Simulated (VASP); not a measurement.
Set up this calculation in VASP 6.6.1, as the native input.

```
Task                   : single point
Functional             : PBEsol
Potentials or basis    : VASP PAW PBE potentials, release 64 (Sb)
Cutoff                 : 520 eV
k mesh                 : 9 × 9 × 9
Occupations            : fermi-dirac, width 0.05 eV
Spin                   : no spin polarisation
Dipole correction      : no
Further INCAR settings : ALGO = Normal; EDIFF = 1e-07; NBANDS = 8
```

The structure of Sb lies in POSCAR:

```
Sb
1.0
    3.1809277622      0.0000000000      0.0000000000
    0.0000000000      3.1809277622      0.0000000000
    0.0000000000      0.0000000000      3.1809277622
Sb
1
Direct
    0.0000000000      0.0000000000      0.0000000000
```

One way to write it, as run:

INCAR

```
  PREC = Accurate
  ENCUT = 520
  EDIFF = 1E-7
  ISMEAR = -1
  SIGMA = 0.05
  LREAL = F
  LASPH = T
  NELM = 80
  ALGO = Normal
  ISIF = 2
  LWAVE = F
  LCHARG = F
  GGA = PS
  NBANDS = 8
```

KPOINTS

```
regular mesh
0
Gamma
  9 9 9
```

Potentials or basis: VASP PAW PBE potentials, release 64 (Sb).

Launch:

```bash
$ cat potpaw_PBE.64/Sb/POTCAR > POTCAR
$ mpirun -np 1 vasp_std > vasp.out
```

Results of the run:

```json
{"Pressure": "-5.6 GPa"}
```

Caveat: the PAW data sets were made with another functional, which shifts forces and pressure a little.

Wall time 6 s on 1 thread of Intel Xeon 8259CL (shared host), peak memory 0.13 GiB.
